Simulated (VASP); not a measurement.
Crystal: ZrB2.

```
Zr B
1.0
     3.19099    0.00000    0.00000
    -1.59550    2.76348    0.00000
     0.00000    0.00000    3.55640
Zr B
1 2
Direct
  0.00000 0.00000 0.00000
  0.66667 0.33333 0.50000
  0.33333 0.66667 0.50000
```

Base run:

| Property | Result |
| --- | --- |
| Program | VASP 6.6.1 |
| Functional | PBEsol |
| Dispersion | D4 |
| Potentials or basis | VASP PAW PBE potentials, release 64 (Zr_sv, B) |
| Cutoff | 520 eV |
| k mesh | 10 × 10 × 8 |
| Occupations | fermi-dirac, width 0.05 eV |
| Spin | no spin polarisation |

Its results: band gap on the k mesh zero (band 9 reaches 10.76 eV, above the bottom of band 10 at 9.98 eV); pressure -11.4 GPa.

Question: After a change of settings the same cell gave: band gap on the k mesh zero (band 9 reaches 11.04 eV, above the bottom of band 10 at 10.19 eV); pressure -3.8 GPa. Which change was it?
A. functional from PBEsol to PBE; dispersion from D4 to D3(BJ)
B. dispersion from D4 to none; further incar settings from ALGO = Normal; EDIFF = 1e-06; NBANDS = 16 to ALGO = Normal; EDIFF = 1e-07; NBANDS = 16
C. functional from PBEsol to r2SCAN; dispersion from D4 to none

Answer: C.

Caveats: the PAW data sets were made with another functional, which shifts forces and pressure a little; pairwise dispersion overbinds metals, which lowers pressure and volume (some runs).
